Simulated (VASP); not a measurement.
# Sb: single point with r2SCAN

Sb:

```xyz
1
Lattice="0.0000 2.3712 2.3712 2.3712 0.0000 2.3712 2.3712 2.3712 0.0000" Properties=species:S:1:pos:R:3 pbc="T T T"
Sb    0.0000    0.0000    0.0000
```

This isn't the form of Sb at room conditions, which is rhombohedral.

* Program: VASP 6.6.1
* Task: single point
* Functional: r2SCAN
* Potentials or basis: VASP PAW PBE potentials, release 64 (Sb)
* Cutoff: 520 eV
* k mesh: 6 × 6 × 6
* Occupations: fermi-dirac, width 0.05 eV
* Spin: no spin polarisation
* Dipole correction: no
* Further INCAR settings: ALGO = Normal; EDIFF = 1e-06; NBANDS = 8

| Property | Result |
| --- | --- |
| Pressure | 1.4 GPa |
| Band gap on the k mesh | zero (an odd number of electrons rules out a gap without spin polarisation) |

Levels at points of the mesh, in eV from the Fermi level:
```
           k point  band 1  band 2  band 3  band 4  band 5  band 6  band 7
(0.00, 0.00, 0.00)  -13.89    5.48    5.48    5.48   10.22   10.22   10.22
(0.50, 0.00, 0.00)   -9.81   -6.45    3.63    3.63    8.61    9.35    9.35
(0.50, 0.50, 0.00)   -8.00   -5.55    0.13    0.13    4.42    4.62   18.17
```

Run time: 22 s on 1 thread of Intel(R) Xeon(R) Platinum 8175M CPU @ 2.50GHz (Skylake/Cascade Lake) (shared host), peak memory 0.16 GiB.

Caveat: the k points lie up to 0.38 Å⁻¹ apart, too coarse for converged energies and pressures of a metal; the PAW data sets were made with another functional, which shifts forces and pressure a little; spin-orbit coupling is left out, which moves the levels of the heavy elements.
